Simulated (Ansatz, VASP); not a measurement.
**ZrC in VASP and in Ansatz**

File POSCAR:

```
ZrC
1.0
    0.0000000000      2.3868770316      2.3868770316
    2.3868770316      0.0000000000      2.3868770316
    2.3868770316      2.3868770316      0.0000000000
Zr C
1 1
Direct
    0.5000000000      0.5000000000      0.5000000000
    0.0000000000      0.0000000000      0.0000000000
```

INCAR.step1

```
SYSTEM = ZrC
  PREC = Accurate
  ENCUT = 660
  ISMEAR = 0
  SIGMA = 0.05
  LREAL = .FALSE.
  LASPH = .TRUE.
  NELM = 120
  NBANDS = 15
  GGA = PE
  ALGO = Normal
  EDIFF = 1E-5
  LWAVE = .TRUE.
  LCHARG = .FALSE.
  GGA_COMPAT = .FALSE.
```

File INCAR.step2:

```
SYSTEM = ZrC
  PREC = Accurate
  ENCUT = 660
  EDIFF = 1E-6
  ISMEAR = 0
  SIGMA = 0.05
  LREAL = .FALSE.
  LASPH = .TRUE.
  NELM = 120
  ALGO = Normal
  ISIF = 2
  LWAVE = .FALSE.
  LCHARG = .FALSE.
  METAGGA = R2SCAN
  LMIXTAU = .TRUE.
  NBANDS = 15
  ISTART = 1
  GGA_COMPAT = .FALSE.
```

Contents of KPOINTS:

```
Automatic mesh
0
G
  12 12 12
  0 0 0
```

Input for Ansatz:

```yaml
crystal:
  lattice:
    - [0.0, 2.3868770316, 2.3868770316]
    - [2.3868770316, 0.0, 2.3868770316]
    - [2.3868770316, 2.3868770316, 0.0]
  atoms:
    - { symbol: Zr, position: [0.5, 0.5, 0.5] }
    - { symbol: C, position: [0.0, 0.0, 0.0] }
basis:
  ecutwfc: 500
  ecutrho_ratio: 4
kpoints:
  mp_grid: { grid: [12, 12, 12] }
hamiltonian:
  xc: r2scan
scf:
  occupations: { method: gaussian, width: 0.05 }
output:
  forces: true
  stress: true
  eigenvalues: true
  write_density: true
  write_potential: true
  elf: true
  volumetric_format: npy
```

Alike in both runs: task single point; functional r2SCAN; k mesh 12 × 12 × 12; occupations gaussian, width 0.05 eV; no spin polarisation.

|  | VASP | Ansatz |
| --- | --- | --- |
| version | VASP 6.6.1 | Ansatz 0.2.0 |
| potentials or method | VASP PAW PBE potentials, release 64 (Zr_sv, C), cutoff 660 eV | scalar-relativistic, plane waves, PAW |
| valence electrons in the cell | 16 | 16 |

|  | VASP | Ansatz | Ansatz less VASP |
| --- | --- | --- | --- |
| gap on the k mesh at the Fermi level (eV) | none | none | - |
| pressure (GPa) | -8.3 | -8.3 | -0.07 |

VASP's potentials were made for PBE, not for r2SCAN. A gap of «none» marks a metal or a gap that the smearing closes. With one functional, cell and mesh, what is left measures potentials, basis and numerics.
